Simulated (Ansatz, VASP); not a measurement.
Ga2O in VASP and in Ansatz

INCAR

```
ALGO = Normal ; EDIFF = 1E-6
ENCUT = 520 ; GGA = PS
ISIF = 2 ; ISMEAR = -1
LASPH = T ; LCHARG = F
LREAL = F ; LWAVE = F
NBANDS = 23 ; NELM = 60
PREC = Accurate ; SIGMA = 0.1
```

Contents of KPOINTS:

```
k-points
0
Gamma
  12 12 8
```

The input POSCAR:

```
Ga2O
1.0
    1.6355370000      2.8328330000      0.0000000000
   -1.6355370000      2.8328330000      0.0000000000
    0.0000000000      0.0000000000      4.0542960000
O Ga
1 2
Direct
    0.0000000000      0.0000000000      0.0000000000
    0.3333000000      0.3334000000      0.5000000000
    0.6666000000      0.6667000000      0.5000000000
```

Input for Ansatz:

```yaml
crystal:
  lattice:
    - [1.635537, 2.832833, 0.0]
    - [-1.635537, 2.832833, 0.0]
    - [0.0, 0.0, 4.054296]
  atoms:
    - { symbol: O, position: [0.0, 0.0, 0.0] }
    - { symbol: Ga, position: [0.3333, 0.3334, 0.5] }
    - { symbol: Ga, position: [0.6666, 0.6667, 0.5] }
  symmetry: { tolerance: 0.0003 }
kpoints:
  mp_grid: { grid: [12, 12, 8], shift: [0, 0, 0] }
  band_path:
    path:
      - [0.0, 0.0, 0.0]
      - [0.5, -2.0e-08, 0.0]
      - [0.66666665, 0.33333331, 0.0]
      - [0.0, 0.0, 0.0]
      - [0.0, 0.0, 0.5]
      - [0.5, -2.0e-08, 0.5]
      - [0.66666665, 0.33333331, 0.5]
      - [0.0, 0.0, 0.5]
      - [0.5, -2.0e-08, 0.5]
      - [0.5, -2.0e-08, 0.0]
      - [0.66666665, 0.33333331, 0.5]
    npoints: 6
magnetization:
  spin_polarized: false
scf:
  occupations: { method: fermi_dirac }
  lower_state_search: "off"
  max_iter: 200
hamiltonian:
  pseudopotentials: { kind: paw }
  xc: pbesol
basis:
  ecutwfc: 420
  fft_grid_basis: typed
output:
  forces: true
  stress: true
  eigenvalues: true
  bader: true
  populations: true
  elf: true
  write_potential: true
  volumetric_format: npy
  dos:
    e_range: [-12, 8]
    de: 0.05
    projected: { site_lists: { Ga: [Ga], O: [O] } }
checkpoint:
  read: saved_state
```

Alike in both runs: task single point; functional PBEsol; k mesh 12 × 12 × 8; no spin polarisation.

|  | VASP | Ansatz |
| --- | --- | --- |
| version | VASP 6.6.1 | Ansatz 0.2.0 |
| potentials or method | VASP PAW PBE potentials, release 64 (O, Ga_d), cutoff 520 eV | PAW plane waves |
| occupations | fermi-dirac, width 0.1 eV | fermi-dirac |
| valence electrons in the cell | 32 | 32 |

|  | VASP | Ansatz | Ansatz less VASP |
| --- | --- | --- | --- |
| rms of the force components (eV/Å) | 0.006 | 0.000 | -0.0055 |

VASP's potentials were made for PBE, not for PBEsol. Atom by atom the forces differ by 0.006 eV/Å (rms over components). Ansatz's warnings: structure snapped to symmetry.
